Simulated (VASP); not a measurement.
LiH:

```
CELL_PARAMETERS angstrom
0.00000 1.99847 1.99847
1.98229 0.00000 1.99847
1.98229 1.99847 0.00000
ATOMIC_POSITIONS crystal
Li 0.00000 0.00000 0.00000
H 0.50000 0.50000 0.50000
```

This cell differs from its parent crystal: uniaxial x strain -0.8%.

Base run:

* Program: VASP 6.6.1
* Functional: r2SCAN
* Potentials or basis: VASP PAW PBE potentials, release 64 (Li_sv, H)
* Cutoff: 520 eV
* k mesh: 10 × 10 × 10
* Occupations: gaussian, width 0.01 eV
* Spin: no spin polarisation

Its results: band gap on the k mesh 3.49 eV, indirect (least direct gap 3.55 eV).

**Question.** The run is repeated on the same cell with these changes: functional from r2SCAN to PBE; k mesh from 10 × 10 × 10 to 6 × 6 × 6. What comes out?

**Answer.** Band gap on the k mesh 2.89 eV, indirect (least direct gap 2.95 eV).

Several settings changed at once, so the effect can't be laid on one alone.

Caveats: some runs use coarse meshes.

A k mesh can miss the band edges.
